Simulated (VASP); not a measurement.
# Y3W (Pm-3m) in VASP: notebook, part 3 of 3

VASP 6.6.1. Earlier steps stand in the parts before.

## Step 5: Single point, r2SCAN

This run uses another cell than the first one, of 25.93 Å³/atom.

POSCAR

```
Y3W
1.0
    4.6982365270      0.0000000000      0.0000000000
    0.0000000000      4.6982365270      0.0000000000
    0.0000000000      0.0000000000      4.6982365270
Y W
3 1
Direct
    0.0000000000      0.5000000000      0.5000000000
    0.5000000000      0.0000000000      0.5000000000
    0.5000000000      0.5000000000      0.0000000000
    0.0000000000      0.0000000000      0.0000000000
```

INCAR.step1

```
ALGO = Normal ; EDIFF = 1E-5
ENCUT = 550 ; GGA = PE
GGA_COMPAT = False ; ISMEAR = 0
LASPH = True ; LCHARG = False
LREAL = False ; LWAVE = True
NBANDS = 32 ; NELM = 120
PREC = Accurate ; SIGMA = 0.1
```

INCAR.step2

```
ALGO = Normal ; EDIFF = 1E-6
ENCUT = 550 ; GGA_COMPAT = False
ISIF = 2 ; ISMEAR = 0
ISTART = 1 ; LASPH = True
LCHARG = False ; LMIXTAU = True
LREAL = False ; LWAVE = False
METAGGA = R2SCAN ; NBANDS = 32
NELM = 120 ; PREC = Accurate
SIGMA = 0.1
```

KPOINTS

```
k-points
0
Gamma
  10 10 10
```

Potentials or basis: VASP PAW PBE potentials, release 64 (Y_sv, W_sv).

Run with:

```bash
cat potpaw_PBE.64/Y_sv/POTCAR potpaw_PBE.64/W_sv/POTCAR > POTCAR
cp INCAR.step1 INCAR
mpirun -np 1 vasp_std > vasp.out
cp INCAR.step2 INCAR
mpirun -np 1 vasp_std > vasp.out
```

OUTCAR:

```text
EDIFF = 1E-6
   ENCUT = 550
   ISIF = 2
   ISMEAR = 0
   ISTART = 1
   LASPH = True
   LREAL = False
   METAGGA = R2SCAN
   NELM = 120
   PREC = Accurate

 ion  position               nearest neighbor table
   1  0.000  0.500  0.500-   2 3.32   3 3.32   4 3.32   3 3.32   4 3.32   2 3.32   4 3.32   4 3.32
                             2 3.32   3 3.32   3 3.32   2 3.32
   2  0.500  0.000  0.500-   1 3.32   3 3.32   4 3.32   3 3.32   4 3.32   1 3.32   3 3.32   3 3.32
                             1 3.32   4 3.32   4 3.32   1 3.32
   3  0.500  0.500  0.000-   1 3.32   2 3.32   4 3.32   1 3.32   2 3.32   2 3.32   4 3.32   2 3.32
                             1 3.32   4 3.32   1 3.32   4 3.32
   4  0.000  0.000  0.000-   1 3.32   2 3.32   3 3.32   1 3.32   2 3.32   1 3.32   3 3.32   1 3.32
                             2 3.32   3 3.32   2 3.32   3 3.32

  LATTYP: Found a simple cubic cell.
 ALAT       =     4.6982365270

  Lattice vectors:

 A1 = (   4.6982365270,   0.0000000000,   0.0000000000)
 A2 = (   0.0000000000,   4.6982365270,   0.0000000000)
 A3 = (   0.0000000000,   0.0000000000,   4.6982365270)

Analysis of symmetry for initial positions (statically):
=====================================================================
 Subroutine PRICEL returns:
 Original cell was already a primitive cell.

 Routine SETGRP: Setting up the symmetry group for a
 simple cubic supercell.

 Subroutine GETGRP returns: Found 48 space group operations
 (whereof 48 operations were pure point group operations)
 out of a pool of 48 trial point group operations.

The static configuration has the point symmetry O_h .

Analysis of symmetry for dynamics (positions and initial velocities):
=====================================================================
 Subroutine PRICEL returns:
 Original cell was already a primitive cell.

 Routine SETGRP: Setting up the symmetry group for a
 simple cubic supercell.

 Subroutine GETGRP returns: Found 48 space group operations
 (whereof 48 operations were pure point group operations)
 out of a pool of 48 trial point group operations.

The dynamic configuration has the point symmetry O_h .

 Subroutine INISYM returns: Found 48 space group operations
 (whereof 48 operations are pure point group operations),
 and found     1 'primitive' translations

----------------------------------------------------------------------------------------

                                     Primitive cell

  volume of cell :     103.7062

  direct lattice vectors                    reciprocal lattice vectors
     4.698236527  0.000000000  0.000000000     0.212845819  0.000000000  0.000000000
     0.000000000  4.698236527  0.000000000     0.000000000  0.212845819  0.000000000
     0.000000000  0.000000000  4.698236527     0.000000000  0.000000000  0.212845819

  length of vectors
     4.698236527  4.698236527  4.698236527     0.212845819  0.212845819  0.212845819

  position of ions in fractional coordinates (direct lattice)
     0.000000000  0.500000000  0.500000000
     0.500000000  0.000000000  0.500000000
     0.500000000  0.500000000  0.000000000
     0.000000000  0.000000000  0.000000000

  ion indices of the primitive-cell ions
   primitive index   ion index
                 1           1
                 2           2
                 3           3
                 4           4

----------------------------------------------------------------------------------------

 KPOINTS: k-points

Automatic generation of k-mesh.
 Grid dimensions read from file:
 generate k-points for:   10   10   10

 Generating k-lattice:

  Cartesian coordinates                     Fractional coordinates (reciprocal lattice)
     0.021284582  0.000000000  0.000000000     0.100000000  0.000000000  0.000000000
     0.000000000  0.021284582  0.000000000     0.000000000  0.100000000  0.000000000
     0.000000000  0.000000000  0.021284582     0.000000000  0.000000000  0.100000000

  Length of vectors
     0.021284582  0.021284582  0.021284582

  Shift w.r.t. Gamma in fractional coordinates (k-lattice)
     0.000000000  0.000000000  0.000000000

 Subroutine IBZKPT returns following result:
 ===========================================

 Found     56 irreducible k-points:

 Following reciprocal coordinates:
            Coordinates               Weight
  0.000000  0.000000  0.000000      1.000000
  0.100000  0.000000  0.000000      6.000000
  0.200000  0.000000  0.000000      6.000000
  0.300000  0.000000  0.000000      6.000000
  0.400000  0.000000  0.000000      6.000000
  0.500000  0.000000  0.000000      3.000000
[... 16 lines left out ...]
  0.200000  0.100000  0.100000     24.000000
  0.300000  0.100000  0.100000     24.000000
 [... further k-points ...]
   k-points           NKPTS =     56   k-points in BZ     NKDIM =     56   number of bands    NBANDS=     32
   number of dos      NEDOS =    301   number of ions     NIONS =      4
   total plane-waves  NPLWV =  46656
   dimension x,y,z NGX =    36 NGY =   36 NGZ =   36
   dimension x,y,z NGXF=    72 NGYF=   72 NGZF=   72
   ions per type =               3   1
   NGX,Y,Z   is equivalent  to a cutoff of  12.74, 12.74, 12.74 a.u.
   NGXF,Y,Z  is equivalent  to a cutoff of  25.48, 25.48, 25.48 a.u.
 SYSTEM =  unknown system
   PREC   = accura    normal or accurate (medium, high low for compatibility)
   ISTART =      1    job   : 0-new  1-cont  2-samecut
   ICHARG =      0    charge: 1-file 2-atom 10-const
   ISPIN  =      1    spin polarized calculation?
   LNONCOLLINEAR =      F non collinear calculations
   LSORBIT =      F    spin-orbit coupling
   LASPH  =      T    aspherical Exc in radial PAW
   ENCUT  =  550.0 eV  40.42 Ry    6.36 a.u.   8.98  8.98  8.98*2*pi/ulx,y,z
   NELM   =    120;   NELMIN=  2; NELMDL=  0     # of ELM steps
   EDIFF  = 0.1E-05   stopping-criterion for ELM
   LREAL  =      F    real-space projection
   EDIFFG = 0.1E-04   stopping-criterion for IOM
   NSW    =      0    number of steps for IOM
   IBRION =     -1    ionic relax: 0-MD 1-quasi-New 2-CG
   NFREE  =      0    steps in history (QN), initial steepest desc. (CG)
   ISIF   =      2    stress and relaxation
   ISYM   =      2    0-nonsym 1-usesym 2-fastsym
   POTIM  = 0.5000    time-step for ionic-motion
   TEBEG  =    0.0;   TEEND  =   0.0 temperature during run
   PSTRESS=    0.0 pullay stress
   NELECT =      47.0000    total number of electrons
   NUPDOWN=      -1.0000    fix difference up-down
   EMIN   =  10.00;   EMAX   =-10.00  energy-range for DOS
   EFERMI =   0.00;   METHOD = LEGACY
   ISMEAR =     0;   SIGMA  =   0.10  broadening in eV -4-tet -1-fermi 0-gaus
   EFERMI_NEDOS =   21; number of points for ismear=-14 and -15
   IALGO  =     38    algorithm
   IMIX   =      4    mixing-type and parameters
     AMIX     =   0.40;   BMIX     =  1.00
     AMIX_MAG =   1.60;   BMIX_MAG =  1.00
  volume/ion in A,a.u.               =      25.93       174.96
  Fermi-wavevector in a.u.,A,eV,Ry     =   1.257494  2.376319 21.514771  1.581291
  Thomas-Fermi vector in A             =   2.391150
   LORBIT       =      0    0 simple, 1 ext, 2 COOP (PROOUT), +10 PAW based schemes
   METAGGA = R2SCAN    functional components
   LHFCALC =     F    Hartree Fock is set to
   AEXX    =    0.0000 exact exchange contribution
   IVDW    =     0    specifies the selected vdW correction
   LEPSILON=     F    determine dielectric tensor
   LRPA    =     F    only Hartree local field effects (RPA)
 non-spin polarized calculation
 Gauss-broadening in eV      SIGMA  =   0.10
  energy-cutoff  :      550.00
  volume of cell :      103.71
 maximum number of plane-waves:      3064
 NGX is ok and might be reduce to    36
   NGX = 17   NGY = 17   NGZ = 17

 number of electron      46.9999998 magnetization

 Free energy of the ion-electron system (eV)
  ---------------------------------------------------
  ext. energy  EPLUGINS =         0.00000000
  ---------------------------------------------------
  free energy    TOTEN  =      -109.98629427 eV

  energy without entropy =     -109.97206297  energy(sigma->0) =     -109.97917862

 E-fermi :   4.6107     XC(G=0): -11.2919

 val. band max:        4.5982744860   @ k =   0.5000   0.3000   0.3000
 cond. band min:       4.6210250950   @ k =   0.4000   0.4000   0.3000
 fundamental gap:      0.0227506090
 Fermi energy:         4.6107154564

 k-point     1 :       0.0000    0.0000    0.0000
  band No.  band energies     occupation
      1     -70.8230      2.00000
      2     -39.2711      2.00000
      3     -39.0960      2.00000
      4     -39.0960      2.00000
      5     -34.3378      2.00000
      6     -34.3378      2.00000
[... 829 lines left out ...]
     31       8.1665      0.00000
     32       8.4585      0.00000

 [... further k-points ...]
[... 5 lines left out ...]
  --------------------------------------------------------------------------------------
  -------------------------------------------------------------------------------------
  Total        0.0437337      0.0437337      0.0437337      0.0000000     -0.0000000      0.0000000
  in kB        0.6756506      0.6756506      0.6756506      0.0000000     -0.0000000      0.0000000
  external PRESSURE =       0.6756506 kB  Pullay stress =       0.0000000 kB

 VOLUME and BASIS-vectors are now :
 -----------------------------------------------------------------------------
  energy-cutoff  :      550.00
  volume of cell :      103.71
      direct lattice vectors                 reciprocal lattice vectors
     4.698236527  0.000000000  0.000000000     0.212845819  0.000000000  0.000000000
     0.000000000  4.698236527  0.000000000     0.000000000  0.212845819  0.000000000
     0.000000000  0.000000000  4.698236527     0.000000000  0.000000000  0.212845819

 POSITION                                       TOTAL-FORCE (eV/Angst)
 -----------------------------------------------------------------------------------
      0.00000      2.34912      2.34912         0.000000      0.000000      0.000000
      2.34912      0.00000      2.34912         0.000000      0.000000      0.000000
      2.34912      2.34912      0.00000         0.000000      0.000000      0.000000
      0.00000      0.00000      0.00000         0.000000      0.000000      0.000000
 -----------------------------------------------------------------------------------
    total drift:                                0.000000      0.000000      0.000000

  FREE ENERGIE OF THE ION-ELECTRON SYSTEM (eV)
  ---------------------------------------------------
  free  energy   TOTEN  =      -109.9862942707 eV

  energy  without entropy=     -109.9720629743  energy(sigma->0) =     -109.97917862
```

Run time: 10 min. Hardware: 1 thread of Oxide Virtual Turin-like, shared host; peak memory 0.32 GiB.

What came out:

- Free energy: -109.9863 eV
- Pressure: 0.1 GPa
- Band gap on the k mesh: zero (an odd number of electrons rules out a gap without spin polarisation)

Caveat: the PAW data sets were made with another functional, which shifts forces and pressure a little; spin-orbit coupling is left out, which moves the levels of the heavy elements.

## Step 6: Overview

```csv
task,cell,k mesh,gap on the mesh (eV),pressure (GPa)
single point,"a = 4.546 Å, 4 atoms",4 × 4 × 4,none,7.6
single point,"a = 4.696 Å, 4 atoms",4 × 4 × 4,none,0.1
relaxation of cell and atoms,"relaxed from a = 4.546 Å, 4 atoms",4 × 4 × 4,none,0.0
single point,"a = 4.698 Å, 4 atoms",10 × 10 × 10,none,0.1
```

Alike in all rows: level r2SCAN; potentials or basis VASP PAW PBE potentials, release 64 (Y_sv, W_sv); no spin polarisation; cutoff (eV) 550; smearing gaussian 0.1 eV.

Caveats: the PAW data sets were made with another functional, which shifts forces and pressure a little; spin-orbit coupling is left out, which moves the levels of the heavy elements; the cell stands under pressure (at least some runs).

Total energies depend on the potentials used, so only differences within one code and one set of settings carry meaning.

The gap in the log of VASP goes by the Fermi energy; the results here count the filled bands.